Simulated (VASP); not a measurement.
NaF:

```
Na F
1.0
     0.00000    2.32000    2.32000
     2.32000    0.00000    2.32000
     2.32000    2.32000    0.00000
Na F
1 1
Direct
  0.00000 0.00000 0.00000
  0.50000 0.50000 0.50000
```

Base run:

| Item | Value |
| --- | --- |
| Program | VASP 6.6.1 |
| Functional | r2SCAN |
| Potentials or basis | VASP PAW PBE potentials, release 64 (Na_pv, F) |
| Cutoff | 520 eV |
| k mesh | 6 × 6 × 6 |
| Occupations | fermi-dirac, width 0.05 eV |
| Spin | no spin polarisation |

Its results: band gap on the k mesh 7.15 eV; pressure -2.0 GPa.

Task: The run is repeated on the same cell with these changes: functional from r2SCAN to RPBE. What comes out?

Result: Band gap on the k mesh 6.60 eV; pressure 5.4 GPa.

Caveats: the PAW data sets were made with another functional, which shifts forces and pressure a little; the cell stands under pressure (at least some runs).

